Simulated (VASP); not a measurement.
# TaN (P6/mmm) in VASP: notebook, part 2 of 2

VASP 6.6.1. The steps go on from the part before.

## Step 4: Single point, PBE

This run uses another cell than the first one, of 11.01 Å³/atom.

Input file INCAR:

```
SYSTEM = TaN
  ALGO = Normal
  EDIFF = 1E-6
  ENCUT = 520
  GGA = PE
  ISIF = 2
  ISMEAR = -1
  LASPH = .TRUE.
  LCHARG = .FALSE.
  LREAL = .FALSE.
  LWAVE = .FALSE.
  NBANDS = 33
  NELM = 80
  PREC = Accurate
  SIGMA = 0.1
```

Input file KPOINTS:

```
k-points
0
G
  5 5 8
  0 0 0
```

Input file POSCAR:

```
TaN
1.0
    5.1444414382      0.0000000000      0.0000000000
   -2.5722207191      4.4552169727      0.0000000000
    0.0000000000      0.0000000000      2.8819178775
Ta N
3 3
Direct
    0.0000000000      0.0000000000      0.0000000000
    0.3333333333      0.6666666667      0.5000000000
    0.6666666667      0.3333333333      0.5000000000
    0.5000000000      0.0000000000      0.0000000000
    0.5000000000      0.5000000000      0.0000000000
    0.0000000000      0.5000000000      0.0000000000
```

Potentials or basis: VASP PAW PBE potentials, release 64 (Ta_pv, N).

Run with:

```bash
> cat potpaw_PBE.64/Ta_pv/POTCAR potpaw_PBE.64/N/POTCAR > POTCAR
> mpirun -np 1 vasp_std > vasp.out
```

OUTCAR:

```text
SYSTEM = TaN
   EDIFF = 1E-6
   ENCUT = 520
   GGA = PE
   ISIF = 2
   ISMEAR = -1
   LASPH = .TRUE.
   LREAL = .FALSE.
   NELM = 80
   PREC = Accurate

 ion  position               nearest neighbor table
   1  0.000  0.000  0.000-   5 2.57   6 2.57   6 2.57   5 2.57   4 2.57   4 2.57   2 3.30   3 3.30
                             2 3.30   3 3.30   2 3.30   2 3.30   3 3.30   3 3.30   2 3.30   3 3.30
   2  0.333  0.667  0.500-   4 2.07   4 2.07   6 2.07   6 2.07   5 2.07   5 2.07   3 2.97   3 2.97
                             3 2.97   1 3.30   1 3.30   1 3.30   1 3.30   1 3.30   1 3.30
   3  0.667  0.333  0.500-   4 2.07   4 2.07   6 2.07   6 2.07   5 2.07   5 2.07   2 2.97   2 2.97
                             2 2.97   1 3.30   1 3.30   1 3.30   1 3.30   1 3.30   1 3.30
   4  0.500  0.000  0.000-   2 2.07   3 2.07   2 2.07   3 2.07   1 2.57   1 2.57
   5  0.500  0.500  0.000-   2 2.07   3 2.07   2 2.07   3 2.07   1 2.57   1 2.57
   6  0.000  0.500  0.000-   2 2.07   3 2.07   2 2.07   3 2.07   1 2.57   1 2.57

  LATTYP: Found a hexagonal cell.
 ALAT       =     5.1444414382
 C/A-ratio  =     0.5602003467

  Lattice vectors:

 A1 = (   5.1444414382,   0.0000000000,   0.0000000000)
 A2 = (  -2.5722207191,   4.4552169727,   0.0000000000)
 A3 = (   0.0000000000,   0.0000000000,   2.8819178775)

Analysis of symmetry for initial positions (statically):
[... 188 lines left out ...]
  band No.  band energies     occupation
      1     -27.7204      2.00000
      2     -27.7204      2.00000
      3     -27.2955      2.00000
      4     -27.2955      2.00000
      5     -27.0538      2.00000
      6     -26.9339      2.00000
[... 853 lines left out ...]
     32      12.6007      0.00000
     33      14.1167      0.00000

 [... further k-points ...]

------------------------ aborting loop because EDIFF is reached ----------------------------------------

  FORCE on cell =-STRESS in cart. coord.  units (eV):
  Direction    XX          YY          ZZ          XY          YZ          ZX
  --------------------------------------------------------------------------------------
  -------------------------------------------------------------------------------------
  Total        7.7869308      7.7869308      9.6155621      0.0000000      0.0000000      0.0000000
  in kB      188.8809714    188.8809713    233.2365304      0.0000000      0.0000000      0.0000000
  external PRESSURE =     203.6661577 kB  Pullay stress =       0.0000000 kB

 VOLUME and BASIS-vectors are now :
 -----------------------------------------------------------------------------
  energy-cutoff  :      520.00
  volume of cell :       66.05
      direct lattice vectors                 reciprocal lattice vectors
     5.144441438  0.000000000  0.000000000     0.194384563  0.112227980  0.000000000
    -2.572220719  4.455216973  0.000000000     0.000000000  0.224455959  0.000000000
     0.000000000  0.000000000  2.881917877     0.000000000  0.000000000  0.346991151

 POSITION                                       TOTAL-FORCE (eV/Angst)
 -----------------------------------------------------------------------------------
      0.00000      0.00000      0.00000        -0.000000      0.000000      0.000000
     -0.00000      2.97014      1.44096        -0.000000      0.000000      0.000000
      2.57222      1.48507      1.44096         0.000000     -0.000000     -0.000000
      2.57222      0.00000      0.00000        -0.000000      0.000000      0.000000
      1.28611      2.22761      0.00000         0.000000      0.000000      0.000000
     -1.28611      2.22761      0.00000        -0.000000      0.000000      0.000000
 -----------------------------------------------------------------------------------
    total drift:                               -0.000000      0.000000     -0.000000

  FREE ENERGIE OF THE ION-ELECTRON SYSTEM (eV)
  ---------------------------------------------------
  free  energy   TOTEN  =       -64.5726164810 eV

  energy  without entropy=      -64.5439981853  energy(sigma->0) =      -64.55830733
```

OSZICAR:

```text
N       E                     dE             d eps       ncg     rms          rms(c)
DAV:   1     0.452622463420E+03    0.45262E+03   -0.25837E+04  1650   0.153E+03
DAV:   2    -0.447555321680E+02   -0.49738E+03   -0.47367E+03  1854   0.455E+02
DAV:   3    -0.746522771621E+02   -0.29897E+02   -0.29308E+02  2028   0.108E+02
DAV:   4    -0.752486167442E+02   -0.59634E+00   -0.59104E+00  2072   0.148E+01
DAV:   5    -0.752634989691E+02   -0.14882E-01   -0.14864E-01  2089   0.182E+00    0.488E+01
DAV:   6    -0.651024129959E+02    0.10161E+02   -0.46749E+01  2062   0.388E+01    0.211E+01
DAV:   7    -0.647543576129E+02    0.34806E+00   -0.35569E+00  2067   0.141E+01    0.121E+01
DAV:   8    -0.646012045589E+02    0.15315E+00   -0.60484E-01  2040   0.509E+00    0.405E+00
DAV:   9    -0.645740686031E+02    0.27136E-01   -0.75324E-02  1992   0.253E+00    0.456E-01
DAV:  10    -0.645729219089E+02    0.11467E-02   -0.15918E-02  2089   0.707E-01    0.213E-01
DAV:  11    -0.645726238477E+02    0.29806E-03   -0.24026E-03  2034   0.327E-01    0.467E-02
DAV:  12    -0.645726177784E+02    0.60693E-05   -0.13016E-04  2036   0.821E-02    0.207E-02
DAV:  13    -0.645726162269E+02    0.15515E-05   -0.82130E-06  2006   0.209E-02    0.506E-03
DAV:  14    -0.645726164810E+02   -0.25408E-06   -0.10139E-06  1181   0.654E-03
   1 F= -.64572616E+02 E0= -.64558307E+02  d E =-.286183E-01
```

stdout:

```text
POSCAR found type information on POSCAR TaN
 POSCAR found :  2 types and       6 ions
 scaLAPACK will be used
 LDA part: xc-table for (Slater+PW92), standard interpolation
 POSCAR, INCAR and KPOINTS ok, starting setup
 FFT: planning ... GRIDC
 FFT: planning ... GRID_SOFT
 FFT: planning ... GRID
 WAVECAR not read
 entering main loop
```

It took 76 s on 1 thread of Intel Xeon 8259CL, shared host; peak memory 0.21 GiB.

What came out:

- Free energy: -64.5726 eV
- Pressure: 20.4 GPa
- Band gap on the k mesh: zero (bands 24 and 25 overlap by 2.23 eV)

Levels at points of the mesh, in eV from the Fermi level:
```tsv
k point	band 22	band 23	band 24	band 25	band 26	band 27
(0.00, 0.00, 0.00)	-2.64	-2.16	-1.33	-1.33	0.82	0.82
(0.00, 0.00, 0.50)	-3.23	-2.04	0.90	0.90	1.49	1.88
```

Caveat: the cell stands under pressure; spin-orbit coupling is left out, which moves the levels of the heavy elements.

## Step 5: The runs side by side

| cell | gap on the mesh (eV) | pressure (GPa) |
| --- | --- | --- |
| a = 5.049, b = 5.049, c = 2.828 Å, angles 90.0, 90.0, 120.0°, 6 atoms | none | 44.8 |
| a = 5.097, b = 5.097, c = 2.855 Å, angles 90.0, 90.0, 120.0°, 6 atoms | none | 31.7 |
| a = 5.144, b = 5.144, c = 2.882 Å, angles 90.0, 90.0, 120.0°, 6 atoms | none | 20.4 |

Alike in all rows: task single point; level PBE; potentials or basis VASP PAW PBE potentials, release 64 (Ta_pv, N); no spin polarisation; k mesh 5 × 5 × 8; cutoff (eV) 520; smearing fermi-dirac 0.1 eV.

Caveats: the cell stands under pressure; spin-orbit coupling is left out, which moves the levels of the heavy elements.

Total energies depend on the potentials used, so only differences within one code and one set of settings carry meaning.
